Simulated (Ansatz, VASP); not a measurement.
One calculation of Si3F4, two programs

INCAR

```
SYSTEM = Si3F4
PREC = Accurate
ENCUT = 600
EDIFF = 1E-7
ISMEAR = 0
SIGMA = 0.1
LREAL = .False.
LASPH = .True.
NELM = 80
ALGO = Normal
ISIF = 3
LWAVE = .False.
LCHARG = .False.
GGA = PE
IBRION = 2
NSW = 90
EDIFFG = -0.04
```

File KPOINTS:

```
regular mesh
0
Gamma
  6 6 4
  0 0 0
```

Contents of POSCAR:

```
Si3F4
1.0
    5.2785567000      0.0000000000      0.0000000000
   -2.6392783500      4.5713642000      0.0000000000
    0.0000000000      0.0000000000      4.1717578600
Si F
3 4
Direct
    0.5000000000      0.0000000000      0.5000000000
    0.0000000000      0.5000000000      0.5000000000
    0.5000000000      0.5000000000      0.5000000000
    0.0000000000      0.0000000000      0.5000000000
    0.5000000000      0.0000000000      0.0000000000
    0.0000000000      0.5000000000      0.0000000000
    0.5000000000      0.5000000000      0.0000000000
```

Input for Ansatz:

```yaml
crystal:
  lattice:
    - [5.2785567, 0.0, 0.0]
    - [-2.63927835, 4.5713642, 0.0]
    - [0.0, 0.0, 4.17175786]
  atoms:
    - { symbol: Si, position: [0.5, 0.0, 0.5] }
    - { symbol: Si, position: [0.0, 0.5, 0.5] }
    - { symbol: Si, position: [0.5, 0.5, 0.5] }
    - { symbol: F, position: [0.0, 0.0, 0.5] }
    - { symbol: F, position: [0.5, 0.0, 0.0] }
    - { symbol: F, position: [0.0, 0.5, 0.0] }
    - { symbol: F, position: [0.5, 0.5, 0.0] }
basis:
  ecutwfc: 420
kpoints:
  mp_grid: { grid: [6, 6, 4] }
hamiltonian:
  xc: pbe
scf:
  occupations: { method: gaussian, width: 0.1 }
  lower_state_search: "off"
output:
  forces: true
  stress: true
  eigenvalues: true
relax:
  adjacent_minimum: "off"
  f_tol: 0.04
  max_steps: 70
  cell: { stress_tol: 0.4 }
```

Alike in both runs: task relaxation of cell and atoms; functional PBE; k mesh 6 × 6 × 4; occupations gaussian, width 0.1 eV; no spin polarisation.

```csv
,VASP,Ansatz
version,VASP 6.6.1,Ansatz 0.2.0
potentials or method,"VASP PAW PBE potentials, release 64 (Si, F), cutoff 600 eV","scalar-relativistic, plane waves, PAW"
valence electrons in the cell,40,40
```

Ansatz gave:

| Property | Result |
| --- | --- |
| gap on the k mesh at the Fermi level, each at its own relaxed structure (eV) | none |
| relaxed volume (Å³/atom) | 13.53 |
| relaxed cell length with the largest relative difference (Å) | 5.342 |

Q: Which values does VASP return?

A: gap on the k mesh at the Fermi level, each at its own relaxed structure (eV): none; relaxed volume (Å³/atom): 13.42; relaxed cell length with the largest relative difference (Å): 5.321.

A gap of «none» marks a metal or a gap that the smearing closes.

The k mesh is coarse, so the values compare programs but aren't converged.
